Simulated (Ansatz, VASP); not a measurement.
## Ni in VASP and in Ansatz

```xyz
1
Lattice="0.0000 1.7638 1.7638 1.7638 0.0000 1.7638 1.7638 1.7638 0.0000" Properties=species:S:1:pos:R:3 pbc="T T T"
Ni    0.0000    0.0000    0.0000
```

Alike in both runs: task single point; functional PBE; k mesh 14 × 14 × 14; occupations fermi-dirac, width 0.0005 eV; collinear spin.

```csv
,VASP,Ansatz
version,VASP 6.6.1,Ansatz 0.2.0
potentials or method,"VASP PAW PBE potentials, release 64 (Ni), cutoff 600 eV","PAW, plane waves, scalar-relativistic"
valence electrons in the cell,10,18
```

|  | VASP | Ansatz | Ansatz less VASP |
| --- | --- | --- | --- |
| pressure (GPa) | -2.0 | -1.2 | +0.78 |
| net moment per atom (μB) | 0.59 | 0.68 | +0.096 |
| size of the moment on the site where the two differ most (μB) | 0.60 | 0.72 | +0.125 |

Site moments also hang on the region over which each program counts them. With one functional, cell and mesh, what is left measures potentials, basis and numerics. VASP's potentials hold 10 valence electrons a cell and Ansatz's 18, so a difference there can come from the potentials and not from the codes.
